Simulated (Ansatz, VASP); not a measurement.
# InSb: VASP beside Ansatz

```
In Sb
1.0
     0.00000    3.26042    3.26042
     3.26042    0.00000    3.26042
     3.26042    3.26042    0.00000
In Sb
1 1
Direct
  0.00000 0.00000 0.00000
  0.75000 0.75000 0.75000
```

Alike in both runs: functional PBEsol; k mesh 12 × 12 × 12; occupations fermi-dirac, width 0.15 eV; no spin polarisation.

Ansatz relaxed the structure, and its values are those at the end. VASP's run is a single point on that final structure, the one shown.

|  | VASP | Ansatz |
| --- | --- | --- |
| version | VASP 6.6.1 | Ansatz 0.2.0 |
| potentials or method | VASP PAW PBE potentials, release 64 (In_d, Sb), cutoff 520 eV | scalar-relativistic, plane waves, PAW |
| valence electrons in the cell | 18 | 28 |

```tsv
	VASP	Ansatz	Ansatz less VASP
gap on the k mesh at the Fermi level (eV)	none	none	-
pressure (GPa)	0.0	0.0	0.00
```

VASP's potentials were made for PBE, not for PBEsol, and Ansatz warns of the same on its side. A gap of «none» marks a metal or a gap that the smearing closes. VASP's potentials hold 18 valence electrons a cell and Ansatz's 28, so a difference there can come from the potentials and not from the codes.

Neither program's run includes spin-orbit coupling.
